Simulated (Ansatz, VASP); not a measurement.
# CaO: VASP beside Ansatz

```
CELL_PARAMETERS angstrom
0.00000 2.41536 2.41536
2.41536 0.00000 2.41536
2.41536 2.41536 0.00000
ATOMIC_POSITIONS crystal
Ca 0.00000 0.00000 0.00000
O 0.50000 0.50000 0.50000
```

Alike in both runs: task single point; functional PBE; k mesh 8 × 8 × 8; no spin polarisation.

|  | VASP | Ansatz |
| --- | --- | --- |
| version | VASP 6.6.1 | Ansatz 0.2.0 |
| potentials or method | VASP PAW PBE potentials, release 64 (Ca_sv, O), cutoff 600 eV | scalar-relativistic, plane waves, PAW |
| occupations | gaussian, width 0.01 eV | fixed |
| valence electrons in the cell | 16 | 16 |

```csv
,VASP,Ansatz,Ansatz less VASP
gap on the k mesh at the Fermi level (eV),3.64,3.66,+0.018
least direct gap on the mesh (eV),4.02,4.03,+0.017
pressure (GPa),0.4,0.0,-0.44
```
